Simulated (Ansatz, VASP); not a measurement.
**One calculation of Fe, two programs**

INCAR

```
SYSTEM = Fe
ALGO = Fast
EDIFF = 1E-6
ENCUT = 520
GGA = PE
ISIF = 2
ISMEAR = -4
ISPIN = 2
LASPH = .True.
LCHARG = .True.
LELF = .True.
LMAXMIX = 4
LORBIT = 11
LREAL = .False.
LVHAR = .True.
LWAVE = .False.
MAGMOM = 4
NBANDS = 14
NELM = 150
PREC = Accurate
SIGMA = 0.1
```

Contents of KPOINTS:

```
k-points
0
Gamma
  8 8 8
  0 0 0
```

POSCAR

```
Fe
1.0
   -1.4315177495      1.4315177495      1.4315177495
    1.4315177495     -1.4315177495      1.4315177495
    1.4315177495      1.4315177495     -1.4315177495
Fe
1
Direct
    0.0000000000      0.0000000000      0.0000000000
```

Input for Ansatz:

```yaml
crystal:
  lattice:
    - [-1.4315177495, 1.4315177495, 1.4315177495]
    - [1.4315177495, -1.4315177495, 1.4315177495]
    - [1.4315177495, 1.4315177495, -1.4315177495]
  atoms:
    - { symbol: Fe, position: [0.0, 0.0, 0.0], spin: 4.0 }
basis:
  ecutwfc: 420
kpoints:
  mp_grid: { grid: [8, 8, 8] }
hamiltonian:
  xc: pbe
scf:
  occupations: { method: tetrahedron_uncorrected }
  lower_state_search: "off"
  max_iter: 69
output:
  forces: true
  stress: true
  eigenvalues: true
  populations: true
magnetization:
  spin_polarized: true
```

Alike in both runs: task single point; functional PBE; k mesh 8 × 8 × 8; collinear spin.

```csv
,VASP,Ansatz
version,VASP 6.6.1,Ansatz 0.2.0
potentials or method,"VASP PAW PBE potentials, release 64 (Fe), cutoff 520 eV","scalar-relativistic, plane waves, PAW"
occupations,tetrahedron,tetrahedron-uncorrected
valence electrons in the cell,8,16
```

Ansatz gave:

```
gap on the k mesh at the Fermi level (eV)                     : none
pressure (GPa)                                                : -4.8
net moment per atom (μB)                                      : 2.22
size of the moment on the site where the two differ most (μB) : 2.28
```

Q: What did VASP give for the same quantities?

A: gap on the k mesh at the Fermi level (eV): none; pressure (GPa): -4.7; net moment per atom (μB): 2.24; size of the moment on the site where the two differ most (μB): 2.25.

Site moments also hang on the region over which each program counts them. A gap of «none» marks a metal or a gap that the smearing closes. VASP's potentials hold 8 valence electrons a cell and Ansatz's 16, so a difference there can come from the potentials and not from the codes. Ansatz's warnings: band table not solved further.

The k mesh is coarse, so the values compare programs but aren't converged.
